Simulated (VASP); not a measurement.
Here is a VASP 6.6.1 calculation.

File INCAR:

```
SYSTEM = Co
PREC = Accurate
ENCUT = 520
EDIFF = 1E-6
ISMEAR = 0
SIGMA = 0.1
LREAL = .FALSE.
LASPH = .TRUE.
NELM = 150
ALGO = Normal
ISIF = 2
LWAVE = .FALSE.
LCHARG = .FALSE.
ISPIN = 2
MAGMOM = 1.88
LORBIT = 11
LMAXMIX = 4
GGA = PE
IVDW = 12
NBANDS = 14
```

Contents of KPOINTS:

```
regular mesh
0
G
  20 20 20
  0 0 0
```

Contents of POSCAR:

```
Co
1.0
    0.0000000000      1.7434201833      1.7434201833
    1.7434201833      0.0000000000      1.7434201833
    1.7434201833      1.7434201833      0.0000000000
Co
1
Direct
    0.0000000000      0.0000000000      0.0000000000
```

Potentials or basis: VASP PAW PBE potentials, release 64 (Co).

Command:

```sh
$ cat potpaw_PBE.64/Co/POTCAR > POTCAR
$ mpirun -np 1 vasp_std > vasp.out
```

**Question.** What does it give for the dispersion energy per atom?

**Answer.** -0.427 eV.

**Question.** Estimate the site moments.

**Answer.** Co +1.64 μB.

**Question.** What does it give for the pressure?

**Answer.** -0.9 GPa.
